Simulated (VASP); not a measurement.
Input of a VASP 6.6.1 run:

INCAR

```
ALGO     = Fast           # electronic algorithm
EDIFF    = 1E-6           # SCF threshold, eV
ENCUT    = 520            # plane-wave cutoff, eV
GGA      = PE             # functional
ISIF     = 2              # what is computed and relaxed
ISMEAR   = 0              # smearing method
LASPH    = T              # aspherical terms in the spheres
LCHARG   = F              # write CHGCAR
LREAL    = F              # projectors in reciprocal space
LWAVE    = F              # write WAVECAR
NBANDS   = 28             # bands
NELM     = 80             # most SCF steps
PREC     = Accurate       # precision mode
SIGMA    = 0.1            # smearing width, eV
```

KPOINTS

```
k-points
0
Gamma
  6 6 6
```

Contents of POSCAR:

```
BiMo2
1.0
   -1.6169155339      1.6169155339      5.7515377004
    1.6169155339     -1.6169155339      5.7515377004
    1.6169155339      1.6169155339     -5.7515377004
Bi Mo
1 2
Direct
    0.0000000000      0.0000000000      0.0000000000
    0.6945287581      0.6945287581      0.0000000000
    0.3054712419      0.3054712419      0.0000000000
```

Potentials or basis: VASP PAW PBE potentials, release 64 (Bi_d, Mo_sv).

Launch:

```console
$ cat potpaw_PBE.64/Bi_d/POTCAR potpaw_PBE.64/Mo_sv/POTCAR > POTCAR
$ mpirun -np 1 vasp_std > vasp.out
```

(1) Predict the pressure.

(2) Estimate the largest force.

## Answers

(1) 0.1 GPa.

(2) 0.031 eV/Å.

Caveat: the k points lie up to 0.46 Å⁻¹ apart.
